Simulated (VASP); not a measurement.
Input of a VASP 6.6.1 run:

POSCAR

```
InP
1.0
    0.0000000000      2.7184954454      2.7184954454
    2.7184954454      0.0000000000      2.7184954454
    2.7184954454      2.7184954454      0.0000000000
In P
1 1
Direct
    0.0000000000      0.0000000000      0.0000000000
    0.5000000000      0.5000000000      0.5000000000
```

The input INCAR.step1:

```
SYSTEM = InP
  PREC = Accurate
  ENCUT = 520
  EDIFF = 1E-5
  ISMEAR = -1
  SIGMA = 0.05
  LREAL = .FALSE.
  LASPH = .TRUE.
  NELM = 80
  ALGO = Normal
  ISIF = 2
  LWAVE = .TRUE.
  LCHARG = .FALSE.
  NBANDS = 16
  GGA = PE
```

The input INCAR.step2:

```
SYSTEM = InP
  PREC = Accurate
  ENCUT = 520
  EDIFF = 1E-6
  ISMEAR = -1
  SIGMA = 0.05
  LREAL = .FALSE.
  LASPH = .TRUE.
  NELM = 80
  ALGO = Normal
  ISIF = 2
  LWAVE = .FALSE.
  LCHARG = .FALSE.
  GGA = PS
  LHFCALC = .TRUE.
  AEXX = 0.25
  HFSCREEN = 0.207
  PRECFOCK = Normal
  NBANDS = 16
  ISTART = 1
```

Contents of KPOINTS:

```
Automatic mesh
0
G
  4 4 4
  0 0 0
```

Potentials or basis: VASP PAW PBE potentials, release 64 (In_d, P).

The run is started by

```bash
$ cat potpaw_PBE.64/In_d/POTCAR potpaw_PBE.64/P/POTCAR > POTCAR
$ cp INCAR.step1 INCAR
$ mpirun -np 1 vasp_std > vasp.out
$ cp INCAR.step2 INCAR
$ mpirun -np 1 vasp_std > vasp.out
```

(1) What does it give for the band gap on the k mesh?

(2) What does it give for the pressure?

## Answers

(1) zero (bands 9 and 10 overlap by 2.57 eV).

(2) -0.1 GPa.

Caveat: the k points lie up to 0.50 Å⁻¹ apart, too coarse for converged energies and pressures of a metal; the PAW data sets were made with another functional, which shifts forces and pressure a little; spin-orbit coupling is left out, which moves the levels of the heavy elements.
